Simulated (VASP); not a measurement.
# TiB2 (P6/mmm) in VASP: a series of runs, part 2 of 2

VASP 6.6.1. The steps go on from the part before.

## 4. Electric field gradients, PBE (8.89 Å³/atom)

This run uses another cell than the first one, of 8.89 Å³/atom.

Input file INCAR:

```
ALGO = Normal ; EDIFF = 1E-8
ENCUT = 520 ; GGA = PE
ISIF = 2 ; ISMEAR = -1
LASPH = T ; LCHARG = F
LEFG = T ; LREAL = F
LWAVE = F ; NBANDS = 16
NELM = 60 ; PREC = Accurate
SIGMA = 0.08
```

Input file KPOINTS:

```
k-points
0
Gamma
  15 15 13
```

Input file POSCAR:

```
TiB2
1.0
    3.0690606440      0.0000000000      0.0000000000
   -1.5345303220      2.6578844835      0.0000000000
    0.0000000000      0.0000000000      3.2708838193
Ti B
1 2
Direct
    0.0000000000      0.0000000000      0.0000000000
    0.3333333333      0.6666666667      0.5000000000
    0.6666666667      0.3333333333      0.5000000000
```

Potentials or basis: VASP PAW PBE potentials, release 64 (Ti_sv, B).

Started as:

```console
$ cat potpaw_PBE.64/Ti_sv/POTCAR potpaw_PBE.64/B/POTCAR > POTCAR
$ mpirun -np 1 vasp_std > vasp.out
```

OUTCAR:

```text
EDIFF = 1E-8
   ENCUT = 520
   GGA = PE
   ISIF = 2
   ISMEAR = -1
   LASPH = T
   LREAL = F
   NELM = 60
   PREC = Accurate

 ion  position               nearest neighbor table
   1  0.000  0.000  0.000-   2 2.41   3 2.41   2 2.41   3 2.41   3 2.41   3 2.41   2 2.41   2 2.41
                             3 2.41   3 2.41   2 2.41   2 2.41
   2  0.333  0.667  0.500-   3 1.77   3 1.77   3 1.77   1 2.41   1 2.41   1 2.41   1 2.41   1 2.41
                             1 2.41
   3  0.667  0.333  0.500-   2 1.77   2 1.77   2 1.77   1 2.41   1 2.41   1 2.41   1 2.41   1 2.41
                             1 2.41

  LATTYP: Found a hexagonal cell.
 ALAT       =     3.0690606440
 C/A-ratio  =     1.0657605693

  Lattice vectors:

 A1 = (   3.0690606440,   0.0000000000,   0.0000000000)
 A2 = (  -1.5345303220,   2.6578844835,   0.0000000000)
 A3 = (   0.0000000000,   0.0000000000,   3.2708838193)

Analysis of symmetry for initial positions (statically):
[... 657 lines left out ...]
     0.000000000  0.000000000  3.270883819     0.000000000  0.000000000  0.305727765

 POSITION                                       TOTAL-FORCE (eV/Angst)
 -----------------------------------------------------------------------------------
      0.00000      0.00000      0.00000        -0.000000      0.000000     -0.000000
     -0.00000      1.77192      1.63544         0.000000      0.000000      0.000000
      1.53453      0.88596      1.63544        -0.000000      0.000000     -0.000000
 -----------------------------------------------------------------------------------
    total drift:                               -0.000000      0.000000      0.000000

  FREE ENERGIE OF THE ION-ELECTRON SYSTEM (eV)
  ---------------------------------------------------
  free  energy   TOTEN  =       -24.4055073245 eV

  energy  without entropy=      -24.3969365153  energy(sigma->0) =      -24.40122192

 Electric field gradients (V/A^2)
---------------------------------------------------------------------
 ion       V_xx      V_yy      V_zz      V_xy      V_xz      V_yz
---------------------------------------------------------------------
   1      -8.771    -8.772    17.543    -0.001     0.000    -0.000
   2      -2.310    -2.310     4.620    -0.000     0.000    -0.000
   3      -2.310    -2.310     4.620    -0.000    -0.000     0.000
---------------------------------------------------------------------

 Electric field gradients after diagonalization (V/A^2)
 (convention: |V_zz| > |V_xx| > |V_yy|)
----------------------------------------------------------------------
 ion       V_xx      V_yy      V_zz     asymmetry (V_yy - V_xx)/ V_zz
----------------------------------------------------------------------
   1      -8.773    -8.770    17.543       0.000
   2      -2.310    -2.310     4.620       0.000
   3      -2.310    -2.310     4.620       0.000
----------------------------------------------------------------------

           NMR quadrupolar parameters

 Cq : quadrupolar parameter    Cq=e*Q*V_zz/h
 eta: asymmetry parameters     (V_yy - V_xx)/ V_zz
 Q  : nuclear electric quadrupole moment in mb (millibarn)
----------------------------------------------------------------------
 ion       Cq(MHz)       eta       Q (mb)
----------------------------------------------------------------------
   1       0.042       0.000       1.000
   2       0.011       0.000       1.000
   3       0.011       0.000       1.000
----------------------------------------------------------------------
```

Run time: 91 s. Hardware: 1 thread of Intel Xeon 8259CL, shared host; peak memory 0.2 GiB.

Results:

```yaml
Free_energy: -24.4055 eV
Pressure: -8.9 GPa
Band_gap_on_the_k_mesh: zero (bands 9 and 10 overlap by 0.44 eV)
Largest_electric_field_gradient_by_atom: Ti +17.5; B +4.6 V/Å²
```

Stress tensor (GPa, compression positive):
```
-9.27  0.00  0.00
 0.00 -9.27  0.00
 0.00  0.00 -8.16
```

Electric field gradients, principal values (V/Å²):
```tsv
atom	least	middle	greatest (by size)
1 Ti	-8.770	-8.773	17.543
2 B	-2.310	-2.310	4.620
3 B	-2.310	-2.310	4.620
```

Caveat: the cell stands under tension; without QUAD_EFG the Cq values of the log hold for a quadrupole moment of 1 mb, not for the nuclei.

## 5. Electric field gradients, PBE (8.89 Å³/atom)

This run uses another cell than the first one, of 8.89 Å³/atom.

Input file INCAR:

```
SYSTEM = TiB2
PREC = Accurate
ENCUT = 520
EDIFF = 1E-8
ISMEAR = -1
SIGMA = 0.08
LREAL = .FALSE.
LASPH = .TRUE.
NELM = 100
ALGO = Normal
ISIF = 2
LWAVE = .FALSE.
LCHARG = .FALSE.
GGA = PE
LEFG = .TRUE.
NBANDS = 16
```

Input file KPOINTS:

```
regular mesh
0
G
  15 15 13
  0 0 0
```

POSCAR is that of step 4.

Potentials or basis: VASP PAW PBE potentials, release 64 (Ti_sv, B).

Started as:

```console
$ cat potpaw_PBE.64/Ti_sv/POTCAR potpaw_PBE.64/B/POTCAR > POTCAR
$ mpirun -np 1 vasp_std > vasp.out
```

OUTCAR:

```text
SYSTEM = TiB2
   PREC = Accurate
   ENCUT = 520
   EDIFF = 1E-8
   ISMEAR = -1
   LREAL = .FALSE.
   LASPH = .TRUE.
   NELM = 100
   ISIF = 2
   GGA = PE

 ion  position               nearest neighbor table
   1  0.000  0.000  0.000-   2 2.41   3 2.41   2 2.41   3 2.41   3 2.41   3 2.41   2 2.41   2 2.41
                             3 2.41   3 2.41   2 2.41   2 2.41
   2  0.333  0.667  0.500-   3 1.77   3 1.77   3 1.77   1 2.41   1 2.41   1 2.41   1 2.41   1 2.41
                             1 2.41
   3  0.667  0.333  0.500-   2 1.77   2 1.77   2 1.77   1 2.41   1 2.41   1 2.41   1 2.41   1 2.41
                             1 2.41

  LATTYP: Found a hexagonal cell.
 ALAT       =     3.0690606440
 C/A-ratio  =     1.0657605693

  Lattice vectors:

 A1 = (   3.0690606440,   0.0000000000,   0.0000000000)
 A2 = (  -1.5345303220,   2.6578844835,   0.0000000000)
 A3 = (   0.0000000000,   0.0000000000,   3.2708838193)

Analysis of symmetry for initial positions (statically):
=====================================================================
 Subroutine PRICEL returns:
 Original cell was already a primitive cell.

 Routine SETGRP: Setting up the symmetry group for a
 hexagonal supercell.

 Subroutine GETGRP returns: Found 24 space group operations
 (whereof 24 operations were pure point group operations)
 out of a pool of 24 trial point group operations.

The static configuration has the point symmetry D_6h.

Analysis of symmetry for dynamics (positions and initial velocities):
=====================================================================
 Subroutine PRICEL returns:
 Original cell was already a primitive cell.

 Routine SETGRP: Setting up the symmetry group for a
 hexagonal supercell.

 Subroutine GETGRP returns: Found 24 space group operations
 (whereof 24 operations were pure point group operations)
 out of a pool of 24 trial point group operations.

The dynamic configuration has the point symmetry D_6h.

 Subroutine INISYM returns: Found 24 space group operations
 (whereof 24 operations are pure point group operations),
 and found     1 'primitive' translations

----------------------------------------------------------------------------------------

                                     Primitive cell

  volume of cell :      26.6813

  direct lattice vectors                    reciprocal lattice vectors
     3.069060644  0.000000000  0.000000000     0.325832597  0.188119538  0.000000000
    -1.534530322  2.657884484  0.000000000     0.000000000  0.376239075  0.000000000
     0.000000000  0.000000000  3.270883819     0.000000000  0.000000000  0.305727765

  length of vectors
     3.069060644  3.069060644  3.270883819     0.376239075  0.376239075  0.305727765

  position of ions in fractional coordinates (direct lattice)
     0.000000000  0.000000000  0.000000000
     0.333333333  0.666666667  0.500000000
     0.666666667  0.333333333  0.500000000

  ion indices of the primitive-cell ions
   primitive index   ion index
                 1           1
                 2           2
                 3           3

[... 81 lines left out ...]
   PSTRESS=    0.0 pullay stress
   NELECT =      18.0000    total number of electrons
   NUPDOWN=      -1.0000    fix difference up-down
   EMIN   =  10.00;   EMAX   =-10.00  energy-range for DOS
   EFERMI =   0.00;   METHOD = LEGACY
   ISMEAR =    -1;   SIGMA  =   0.08  broadening in eV -4-tet -1-fermi 0-gaus
   EFERMI_NEDOS =   21; number of points for ismear=-14 and -15
   IALGO  =     38    algorithm
   IMIX   =      4    mixing-type and parameters
     AMIX     =   0.40;   BMIX     =  1.00
     AMIX_MAG =   1.60;   BMIX_MAG =  1.00
  volume/ion in A,a.u.               =       8.89        60.02
  Fermi-wavevector in a.u.,A,eV,Ry     =   1.435809  2.713286 28.049069  2.061548
  Thomas-Fermi vector in A             =   2.555067
   LORBIT       =      0    0 simple, 1 ext, 2 COOP (PROOUT), +10 PAW based schemes
   GGA     = PE    functional components
   LHFCALC =     F    Hartree Fock is set to
   AEXX    =    0.0000 exact exchange contribution
   IVDW    =     0    specifies the selected vdW correction
   LEPSILON=     F    determine dielectric tensor
   LRPA    =     F    only Hartree local field effects (RPA)
 non-spin polarized calculation
  energy-cutoff  :      520.00
  volume of cell :       26.68
 maximum number of plane-waves:       732
 NGX is ok and might be reduce to    24
   NGX = 11   NGY = 11   NGZ = 13

 number of electron      18.0000001 magnetization

 Free energy of the ion-electron system (eV)
  ---------------------------------------------------
  ext. energy  EPLUGINS =         0.00000000
  ---------------------------------------------------
  free energy    TOTEN  =       -24.40550732 eV

  energy without entropy =      -24.39693652  energy(sigma->0) =      -24.40122192

 E-fermi :   9.5883     XC(G=0): -12.5810

 val. band max:        9.5861867936   @ k =   0.2000   0.2000   0.0769
 cond. band min:       9.6308404752   @ k =   0.0667   0.0000   0.3846
 fundamental gap:      0.0446536816
 Fermi energy:         9.5882839500

 k-point     1 :       0.0000    0.0000    0.0000
  band No.  band energies     occupation
      1     -47.4776      2.00000
      2     -23.8209      2.00000
      3     -23.5300      2.00000
      4     -23.5300      2.00000
      5      -3.7139      2.00000
      6       7.0561      2.00000
[... 433 lines left out ...]
      3     -23.7574      2.00000
      4     -23.6882      2.00000
      5       0.7432      2.00000
      6       0.9407      2.00000
[... 8 lines left out ...]
     15      18.0629      0.00000
     16      19.0490      0.00000

 [... further k-points ...]
[... 5 lines left out ...]
  --------------------------------------------------------------------------------------
  -------------------------------------------------------------------------------------
  Total       -1.5433749     -1.5433749     -1.3587372      0.0000000      0.0000000      0.0000000
  in kB      -92.6777157    -92.6777157    -81.5904544      0.0000000      0.0000000      0.0000000
  external PRESSURE =     -88.9819620 kB  Pullay stress =       0.0000000 kB

 VOLUME and BASIS-vectors are now :
 -----------------------------------------------------------------------------
  energy-cutoff  :      520.00
  volume of cell :       26.68
      direct lattice vectors                 reciprocal lattice vectors
     3.069060644  0.000000000  0.000000000     0.325832597  0.188119538  0.000000000
    -1.534530322  2.657884484  0.000000000     0.000000000  0.376239075  0.000000000
     0.000000000  0.000000000  3.270883819     0.000000000  0.000000000  0.305727765

 POSITION                                       TOTAL-FORCE (eV/Angst)
 -----------------------------------------------------------------------------------
      0.00000      0.00000      0.00000        -0.000000      0.000000     -0.000000
     -0.00000      1.77192      1.63544         0.000000      0.000000      0.000000
      1.53453      0.88596      1.63544        -0.000000      0.000000     -0.000000
 -----------------------------------------------------------------------------------
    total drift:                               -0.000000      0.000000      0.000000

  FREE ENERGIE OF THE ION-ELECTRON SYSTEM (eV)
  ---------------------------------------------------
  free  energy   TOTEN  =       -24.4055073245 eV

  energy  without entropy=      -24.3969365153  energy(sigma->0) =      -24.40122192

 Electric field gradients (V/A^2)
---------------------------------------------------------------------
 ion       V_xx      V_yy      V_zz      V_xy      V_xz      V_yz
---------------------------------------------------------------------
   1      -8.771    -8.772    17.543    -0.001     0.000    -0.000
   2      -2.310    -2.310     4.620    -0.000     0.000    -0.000
   3      -2.310    -2.310     4.620    -0.000    -0.000     0.000
---------------------------------------------------------------------

 Electric field gradients after diagonalization (V/A^2)
 (convention: |V_zz| > |V_xx| > |V_yy|)
----------------------------------------------------------------------
 ion       V_xx      V_yy      V_zz     asymmetry (V_yy - V_xx)/ V_zz
----------------------------------------------------------------------
   1      -8.773    -8.770    17.543       0.000
   2      -2.310    -2.310     4.620       0.000
   3      -2.310    -2.310     4.620       0.000
----------------------------------------------------------------------

           NMR quadrupolar parameters

 Cq : quadrupolar parameter    Cq=e*Q*V_zz/h
 eta: asymmetry parameters     (V_yy - V_xx)/ V_zz
 Q  : nuclear electric quadrupole moment in mb (millibarn)
----------------------------------------------------------------------
 ion       Cq(MHz)       eta       Q (mb)
----------------------------------------------------------------------
   1       0.042       0.000       1.000
   2       0.011       0.000       1.000
   3       0.011       0.000       1.000
----------------------------------------------------------------------
```

OSZICAR:

```text
N       E                     dE             d eps       ncg     rms          rms(c)
DAV:   1     0.121903477481E+03    0.12190E+03   -0.90176E+03  6064   0.128E+03
DAV:   2    -0.222157537249E+02   -0.14412E+03   -0.13892E+03  6520   0.340E+02
DAV:   3    -0.293291294776E+02   -0.71134E+01   -0.70553E+01  8688   0.737E+01
DAV:   4    -0.295049820645E+02   -0.17585E+00   -0.17570E+00  7344   0.103E+01
DAV:   5    -0.295101776739E+02   -0.51956E-02   -0.51954E-02  8680   0.145E+00    0.158E+01
DAV:   6    -0.244408663111E+02    0.50693E+01   -0.21505E+01  8824   0.476E+01    0.371E+00
DAV:   7    -0.244089507488E+02    0.31916E-01   -0.11625E+00  6592   0.123E+01    0.312E+00
DAV:   8    -0.244095636157E+02   -0.61287E-03   -0.99212E-02 10192   0.271E+00    0.810E-01
DAV:   9    -0.244063152813E+02    0.32483E-02   -0.47803E-02  7656   0.269E+00    0.291E-01
DAV:  10    -0.244054818174E+02    0.83346E-03   -0.37464E-03  7664   0.716E-01    0.573E-02
DAV:  11    -0.244055302925E+02   -0.48475E-04   -0.56352E-04  8920   0.255E-01    0.521E-02
DAV:  12    -0.244055078420E+02    0.22451E-04   -0.11425E-04  7040   0.133E-01    0.112E-02
DAV:  13    -0.244055073524E+02    0.48954E-06   -0.49339E-06  7840   0.188E-02    0.322E-03
DAV:  14    -0.244055072910E+02    0.61491E-07   -0.40207E-07  7344   0.513E-03    0.749E-04
DAV:  15    -0.244055073195E+02   -0.28520E-07   -0.42532E-08  8168   0.123E-03    0.363E-04
DAV:  16    -0.244055073245E+02   -0.50754E-08   -0.42347E-09  4008   0.605E-04
   1 F= -.24405507E+02 E0= -.24401222E+02  d E =-.857081E-02
```

Wall time 89 s (1 thread of Intel Xeon 8259CL, shared host); peak memory 0.2 GiB.

What came out:

| Item | Value |
| --- | --- |
| Free energy | -24.4055 eV |
| Pressure | -8.9 GPa |
| Band gap on the k mesh | zero (bands 9 and 10 overlap by 0.44 eV) |
| Largest electric field gradient by atom | Ti +17.5; B +4.6 V/Å² |

Stress tensor (GPa, compression positive):
```
-9.27  0.00  0.00
 0.00 -9.27  0.00
 0.00  0.00 -8.16
```

Electric field gradients, principal values (V/Å²):
```
atom   least  middle  greatest (by size)
1 Ti  -8.770  -8.773              17.543
 2 B  -2.310  -2.310               4.620
 3 B  -2.310  -2.310               4.620
```

Caveat: the cell stands under tension; without QUAD_EFG the Cq values of the log hold for a quadrupole moment of 1 mb, not for the nuclei.

## 6. Summary

| cell | gap on the mesh (eV) | pressure (GPa) |
| --- | --- | --- |
| a = 3.009, b = 3.009, c = 3.207 Å, angles 90.0, 90.0, 120.0°, 3 atoms | none | 5.8 |
| a = 3.039, b = 3.039, c = 3.239 Å, angles 90.0, 90.0, 120.0°, 3 atoms | none | -2.1 |
| a = 3.069, b = 3.069, c = 3.271 Å, angles 90.0, 90.0, 120.0°, 3 atoms | none | -8.9 |

Alike in all rows: task electric field gradients; level PBE; potentials or basis VASP PAW PBE potentials, release 64 (Ti_sv, B); no spin polarisation; k mesh 15 × 15 × 13; cutoff (eV) 520; smearing fermi-dirac 0.08 eV.

Caveats: the cell stands under pressure (at least some runs); the cell stands under tension (at least some runs).

Total energies depend on the potentials used, so only differences within one code and one set of settings carry meaning.

The gap in the log of VASP goes by the Fermi energy; the results here count the filled bands.